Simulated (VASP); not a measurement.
# Cr (Im-3m) in VASP: a series of runs, part 3 of 3

VASP 6.6.1. The steps go on from the part before.

## 4. Single point, PBE, collinear spin, antiferromagnetic start (12.47 Å³/atom)

This run uses another cell than the first one, of 12.47 Å³/atom.

INCAR

```
SYSTEM = Cr
PREC     = Accurate       ! precision mode
ENCUT    = 520            ! plane-wave cutoff, eV
EDIFF    = 1E-7           ! SCF threshold, eV
ISMEAR   = 0              ! smearing method
SIGMA    = 0.1            ! smearing width, eV
LREAL    = .False.        ! projectors in reciprocal space
LASPH    = .True.         ! aspherical terms in the spheres
NELM     = 150            ! most SCF steps
ALGO     = Normal         ! electronic algorithm
ISIF     = 2              ! what is computed and relaxed
LWAVE    = .False.        ! write WAVECAR
LCHARG   = .False.        ! write CHGCAR
ISPIN    = 2              ! spin polarisation
MAGMOM   = -1.11 1.11     ! initial moments
LORBIT   = 11             ! projections on sites
LMAXMIX  = 4              ! l up to which the mixer works
GGA      = PE             ! functional
NBANDS   = 23             ! bands
```

KPOINTS

```
Automatic mesh
0
Gamma
  14 14 14
  0 0 0
```

POSCAR

```
Cr
1.0
    2.9219777031      0.0000000000      0.0000000000
    0.0000000000      2.9219777031      0.0000000000
    0.0000000000      0.0000000000      2.9219777031
Cr
2
Direct
    0.0000000000      0.0000000000      0.0000000000
    0.5000000000      0.5000000000      0.5000000000
```

Potentials or basis: VASP PAW PBE potentials, release 64 (Cr_pv).

On the command line:

```sh
$ cat potpaw_PBE.64/Cr_pv/POTCAR > POTCAR
$ mpirun -np 1 vasp_std > vasp.out
```

OUTCAR:

```text
SYSTEM = Cr
   PREC = Accurate
   ENCUT = 520
   EDIFF = 1E-7
   ISMEAR = 0
   LREAL = .False.
   LASPH = .True.
   NELM = 150
   ISIF = 2
   ISPIN = 2
   LORBIT = 11
   GGA = PE

 ion  position               nearest neighbor table
   1  0.000  0.000  0.000-   2 2.53   2 2.53   2 2.53   2 2.53   2 2.53   2 2.53   2 2.53   2 2.53

   2  0.500  0.500  0.500-   1 2.53   1 2.53   1 2.53   1 2.53   1 2.53   1 2.53   1 2.53   1 2.53

  LATTYP: Found a simple cubic cell.
 ALAT       =     2.9219777031

  Lattice vectors:

 A1 = (   2.9219777031,   0.0000000000,   0.0000000000)
 A2 = (   0.0000000000,   2.9219777031,   0.0000000000)
 A3 = (   0.0000000000,   0.0000000000,   2.9219777031)

Analysis of symmetry for initial positions (statically):
=====================================================================
 Subroutine PRICEL returns following result:

  LATTYP: Found a body centered cubic cell.
 ALAT       =     2.9219777031
[... 12 lines left out ...]
 Subroutine GETGRP returns: Found 48 space group operations
 (whereof 48 operations were pure point group operations)
 out of a pool of 48 trial point group operations.

The static configuration has the point symmetry O_h .

Analysis of symmetry for dynamics (positions and initial velocities):
=====================================================================
 Subroutine PRICEL returns following result:

  LATTYP: Found a body centered cubic cell.
 ALAT       =     2.9219777031
[... 12 lines left out ...]
 Subroutine GETGRP returns: Found 48 space group operations
 (whereof 48 operations were pure point group operations)
 out of a pool of 48 trial point group operations.

The dynamic configuration has the point symmetry O_h .

Analysis of structural, dynamic, and magnetic symmetry:
=====================================================================
 Subroutine PRICEL returns following result:

  LATTYP: Found a body centered cubic cell.
 ALAT       =     2.9219777031
[... 12 lines left out ...]
 Subroutine GETGRP returns: Found 48 space group operations
 (whereof 48 operations were pure point group operations)
[... 140 lines left out ...]

 number of electron      24.0000012 magnetization       0.0000000

 Free energy of the ion-electron system (eV)
  ---------------------------------------------------
  ext. energy  EPLUGINS =         0.00000000
  ---------------------------------------------------
  free energy    TOTEN  =       -19.02250173 eV

  energy without entropy =      -19.01944574  energy(sigma->0) =      -19.02097374

 E-fermi :   9.9342     XC(G=0): -13.2002

 val. band max:        9.9317410420   @ k =   0.5000   0.0000   0.0000
 cond. band min:       9.9713372806   @ k =   0.5000   0.4286   0.0714
 fundamental gap:      0.0395962386
 Fermi energy:         9.9342300130

 spin component 1

 k-point     1 :       0.0000    0.0000    0.0000
  band No.  band energies     occupation
      1     -33.7465      1.00000
      2     -33.7465      1.00000
      3     -33.7465      1.00000
      4     -32.1612      1.00000
      5     -32.1612      1.00000
      6     -32.1612      1.00000
[... 613 lines left out ...]
     22      24.6706      0.00000
     23      25.2953      0.00000

 [... further k-points ...]

 spin component 2

 k-point     1 :       0.0000    0.0000    0.0000
  band No.  band energies     occupation
      1     -33.7465      1.00000
      2     -33.7465      1.00000
      3     -33.7465      1.00000
      4     -32.1612      1.00000
      5     -32.1612      1.00000
      6     -32.1612      1.00000
[... 613 lines left out ...]
     22      24.6706      0.00000
     23      25.2953      0.00000

 [... further k-points ...]
[... 5 lines left out ...]
  --------------------------------------------------------------------------------------
  -------------------------------------------------------------------------------------
  Total       -1.3419311     -1.3419311     -1.3419311      0.0000000     -0.0000000      0.0000000
  in kB      -86.1807162    -86.1807162    -86.1807162      0.0000000     -0.0000000      0.0000000
  external PRESSURE =     -86.1807162 kB  Pullay stress =       0.0000000 kB

 VOLUME and BASIS-vectors are now :
 -----------------------------------------------------------------------------
  energy-cutoff  :      520.00
  volume of cell :       24.95
      direct lattice vectors                 reciprocal lattice vectors
     2.921977703  0.000000000  0.000000000     0.342233960  0.000000000  0.000000000
     0.000000000  2.921977703  0.000000000     0.000000000  0.342233960  0.000000000
     0.000000000  0.000000000  2.921977703     0.000000000  0.000000000  0.342233960

 POSITION                                       TOTAL-FORCE (eV/Angst)
 -----------------------------------------------------------------------------------
      0.00000      0.00000      0.00000        -0.000000     -0.000000     -0.000000
      1.46099      1.46099      1.46099         0.000000      0.000000      0.000000
 -----------------------------------------------------------------------------------
    total drift:                                0.000000      0.000000     -0.000000

  FREE ENERGIE OF THE ION-ELECTRON SYSTEM (eV)
  ---------------------------------------------------
  free  energy   TOTEN  =       -19.0225017347 eV

  energy  without entropy=      -19.0194457373  energy(sigma->0) =      -19.02097374

 total charge

# of ion       s       p       d       tot
------------------------------------------
    1        0.412   6.357   4.137  10.907
    2        0.412   6.357   4.137  10.907
--------------------------------------------------
tot          0.825  12.714   8.275  21.813

 magnetization (x)

# of ion       s       p       d       tot
------------------------------------------
    1       -0.019  -0.013  -1.471  -1.504
    2        0.019   0.013   1.471   1.504
--------------------------------------------------
tot          0.000   0.000   0.000   0.000
```

OSZICAR:

```text
N       E                     dE             d eps       ncg     rms          rms(c)
DAV:   1     0.243871185595E+03    0.24387E+03   -0.13284E+04 11064   0.127E+03
DAV:   2    -0.143879309245E+02   -0.25826E+03   -0.24872E+03 11208   0.378E+02
DAV:   3    -0.222910349528E+02   -0.79031E+01   -0.78530E+01 13448   0.784E+01
DAV:   4    -0.223632363383E+02   -0.72201E-01   -0.72116E-01 12860   0.740E+00
DAV:   5    -0.223642043086E+02   -0.96797E-03   -0.96716E-03 12126   0.818E-01    0.172E+01
DAV:   6    -0.189876750977E+02    0.33765E+01   -0.10525E+01 11775   0.382E+01    0.469E+00
DAV:   7    -0.189925686941E+02   -0.48936E-02   -0.31859E-01 11691   0.602E+00    0.251E+00
DAV:   8    -0.189955716960E+02   -0.30030E-02   -0.47328E-02 12363   0.107E+00    0.136E+00
DAV:   9    -0.190087348015E+02   -0.13163E-01   -0.18932E-01 13646   0.204E+00    0.727E-01
DAV:  10    -0.190116462925E+02   -0.29115E-02   -0.72768E-03 12090   0.519E-01    0.614E-01
DAV:  11    -0.190217584923E+02   -0.10112E-01   -0.26467E-01 13449   0.238E+00    0.361E-01
DAV:  12    -0.190224687735E+02   -0.71028E-03   -0.40826E-03 11733   0.431E-01    0.102E-01
DAV:  13    -0.190224885991E+02   -0.19826E-04   -0.83826E-04 12276   0.147E-01    0.553E-02
DAV:  14    -0.190224964630E+02   -0.78639E-05   -0.25449E-05 12125   0.416E-02    0.239E-02
DAV:  15    -0.190225022660E+02   -0.58030E-05   -0.11589E-04 13121   0.466E-02    0.272E-03
DAV:  16    -0.190225019346E+02    0.33139E-06   -0.26322E-06 12167   0.113E-02    0.175E-03
DAV:  17    -0.190225017879E+02    0.14671E-06   -0.18037E-07  7013   0.273E-03    0.744E-04
DAV:  18    -0.190225017347E+02    0.53159E-07   -0.48698E-08  6241   0.139E-03
   1 F= -.19022502E+02 E0= -.19020974E+02  d E =-.305600E-02  mag=     0.0000
```

stdout:

```text
POSCAR found type information on POSCAR Cr
 POSCAR found :  1 types and       2 ions
 scaLAPACK will be used
 LDA part: xc-table for (Slater+PW92), standard interpolation
 POSCAR, INCAR and KPOINTS ok, starting setup
 FFT: planning ... GRIDC
 FFT: planning ... GRID_SOFT
 FFT: planning ... GRID
 WAVECAR not read
 entering main loop
```

It took 2.1 min on 1 thread of Intel Xeon 8259CL, shared host; peak memory 0.22 GiB.

What came out:

| Property | Result |
| --- | --- |
| Free energy | -19.0225 eV |
| Pressure | -8.6 GPa |
| Band gap on the k mesh | zero (filled and empty bands overlap) |
| Net moment | 0.00 μB per cell |
| Site moments | Cr -1.50, +1.50 μB |
| Valence electrons inside the program's atomic spheres | Cr 10.91 |

Levels at points of the mesh, in eV from the Fermi level:
Spin up:
| k point | band 10 | band 11 | band 12 | band 13 | band 14 | band 15 |
| --- | --- | --- | --- | --- | --- | --- |
| (0.00, 0.00, 0.00) | -0.86 | -0.86 | -0.86 | 1.23 | 1.23 | 2.54 |
| (0.50, 0.00, 0.00) | -0.95 | -0.92 | -0.92 | 0.00 | 0.44 | 0.44 |
| (0.50, 0.50, 0.00) | -2.20 | 0.85 | 0.94 | 0.94 | 1.00 | 1.38 |
| (0.50, 0.50, 0.50) | -1.60 | -1.60 | -1.60 | 0.90 | 0.90 | 2.17 |
Spin down:
| k point | band 10 | band 11 | band 12 | band 13 | band 14 | band 15 |
| --- | --- | --- | --- | --- | --- | --- |
| (0.00, 0.00, 0.00) | -0.86 | -0.86 | -0.86 | 1.23 | 1.23 | 2.54 |
| (0.50, 0.00, 0.00) | -0.95 | -0.92 | -0.92 | 0.00 | 0.44 | 0.44 |
| (0.50, 0.50, 0.00) | -2.20 | 0.85 | 0.94 | 0.94 | 1.00 | 1.38 |
| (0.50, 0.50, 0.50) | -1.60 | -1.60 | -1.60 | 0.90 | 0.90 | 2.17 |

Caveat: the cell stands under tension; the antiferromagnetic order is the one typed at the start, and another may lie lower.

## 5. Single point, PBE, collinear spin, antiferromagnetic start (12.94 Å³/atom)

This run uses another cell than the first one, of 12.94 Å³/atom.

INCAR

```
SYSTEM = Cr
PREC     = Accurate       ! precision mode
ENCUT    = 520            ! plane-wave cutoff, eV
EDIFF    = 1E-6           ! SCF threshold, eV
ISMEAR   = 0              ! smearing method
SIGMA    = 0.1            ! smearing width, eV
LREAL    = .FALSE.        ! projectors in reciprocal space
LASPH    = .TRUE.         ! aspherical terms in the spheres
NELM     = 150            ! most SCF steps
ALGO     = Normal         ! electronic algorithm
ISIF     = 2              ! what is computed and relaxed
LWAVE    = .FALSE.        ! write WAVECAR
LCHARG   = .FALSE.        ! write CHGCAR
ISPIN    = 2              ! spin polarisation
MAGMOM   = -1.11 1.11     ! initial moments
LORBIT   = 11             ! projections on sites
LMAXMIX  = 4              ! l up to which the mixer works
GGA      = PE             ! functional
NBANDS   = 23             ! bands
```

KPOINTS

```
Automatic mesh
0
G
  14 14 14
  0 0 0
```

POSCAR

```
Cr
1.0
    2.9582792746      0.0000000000      0.0000000000
    0.0000000000      2.9582792746      0.0000000000
    0.0000000000      0.0000000000      2.9582792746
Cr
2
Direct
    0.0000000000      0.0000000000      0.0000000000
    0.5000000000      0.5000000000      0.5000000000
```

On the command line:

```sh
$ cat potpaw_PBE.64/Cr_pv/POTCAR > POTCAR
$ mpirun -np 1 vasp_std > vasp.out
```

Wall time 1.9 min (1 thread of Intel Xeon 8259CL, shared host); peak memory 0.22 GiB.

It converged, with:

| Item | Value |
| --- | --- |
| Free energy | -18.9609 eV |
| Pressure | -12.2 GPa |
| Band gap on the k mesh | zero (filled and empty bands overlap) |
| Net moment | 0.00 μB per cell |
| Site moments | Cr -1.75, +1.75 μB |
| Valence electrons inside the program's atomic spheres | Cr 10.84 |

Levels at points of the mesh, in eV from the Fermi level:
Spin up:
```tsv
k point	band 10	band 11	band 12	band 13	band 14	band 15
(0.00, 0.00, 0.00)	-0.88	-0.88	-0.88	1.23	1.23	2.52
(0.50, 0.00, 0.00)	-1.00	-1.00	-0.75	-0.13	0.57	0.57
(0.50, 0.50, 0.00)	-2.12	0.69	0.84	0.84	0.93	1.40
(0.50, 0.50, 0.50)	-1.45	-1.45	-1.45	0.73	0.73	2.23
```
Spin down:
```tsv
k point	band 9	band 10	band 11	band 12	band 13	band 14	band 15	band 16
(0.00, 0.00, 0.00)	-3.67	-0.88	-0.88	-0.88	1.23	1.23	2.52	2.52
(0.50, 0.00, 0.00)	-2.01	-1.00	-1.00	-0.75	-0.13	0.57	0.57	1.63
(0.50, 0.50, 0.00)	-2.12	-2.12	0.69	0.84	0.84	0.93	1.40	2.18
(0.50, 0.50, 0.50)	-2.53	-1.45	-1.45	-1.45	0.73	0.73	2.23	2.23
```

Caveat: the cell stands under tension; an empty level that is flat over the whole mesh can mark a ghost state of the potentials, or a narrow d or f band; the antiferromagnetic order is the one typed at the start, and another may lie lower.

## 6. Summary

```tsv
cell	gap on the mesh (eV)	pressure (GPa)	moment (μB)
a = 2.866 Å, 2 atoms	none	0.0	0.00
a = 2.894 Å, 2 atoms	none	-4.9	0.00
a = 2.922 Å, 2 atoms	none	-8.6	0.00
a = 2.958 Å, 2 atoms	none	-12.2	0.00
```

Alike in all rows: task single point; level PBE; potentials or basis VASP PAW PBE potentials, release 64 (Cr_pv); spin collinear, antiferromagnetic start; k mesh 14 × 14 × 14; cutoff (eV) 520; smearing gaussian 0.1 eV.

Caveats: the antiferromagnetic order is the one typed at the start, and another may lie lower; an empty level that is flat over the whole mesh can mark a ghost state of the potentials, or a narrow d or f band (at least some runs); the cell stands under tension (at least some runs).

Absolute energies hang on the potentials; compare differences alone.

The gap in the log of VASP goes by the Fermi energy; the results here count the filled bands.